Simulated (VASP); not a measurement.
Wanted: the native input for a VASP 6.6.1 run.

* Task: single point
* Functional: BLYP
* Potentials or basis: VASP PAW PBE potentials, release 64 (Ni)
* Cutoff: 520 eV
* k mesh: 17 × 17 × 17
* Occupations: fermi-dirac, width 0.1 eV
* Spin: no spin polarisation
* Dipole correction: no
* Further INCAR settings: ALGO = Normal; EDIFF = 1e-06; NBANDS = 11

The structure of Ni lies in POSCAR:

```
Ni
1.0
   -1.3825061665      1.3825061665      1.3825061665
    1.3825061665     -1.3825061665      1.3825061665
    1.3825061665      1.3825061665     -1.3825061665
Ni
1
Direct
    0.0000000000      0.0000000000      0.0000000000
```

This cell differs from its parent crystal: volume scaled by 0.92.

These files were run (other wordings do the same):

INCAR

```
SYSTEM = Ni
  PREC = Accurate
  ENCUT = 520
  EDIFF = 1E-6
  ISMEAR = -1
  SIGMA = 0.1
  LREAL = .FALSE.
  LASPH = .TRUE.
  NELM = 60
  ALGO = Normal
  ISIF = 2
  LWAVE = .FALSE.
  LCHARG = .FALSE.
  GGA = B5
  ALDAX = 1.0
  AGGAX = 1.0
  AGGAC = 1.0
  ALDAC = 0.0
  NBANDS = 11
```

KPOINTS

```
regular mesh
0
G
  17 17 17
  0 0 0
```

Potentials or basis: VASP PAW PBE potentials, release 64 (Ni).

The run is started by

```bash
$ cat potpaw_PBE.64/Ni/POTCAR > POTCAR
$ mpirun -np 1 vasp_std > vasp.out
```

It gave:

```
Pressure               : 17.0 GPa
Band gap on the k mesh : zero (band 5 reaches 10.45 eV, above the bottom of band 6 at 9.39 eV)
```

Caveat: the PAW data sets were made with another functional, which shifts forces and pressure a little; the run has no spin polarisation, though such a crystal can be magnetic.

Run time: 32 s on 1 thread of Intel Xeon 8259CL, with other jobs on the host, peak memory 0.14 GiB.
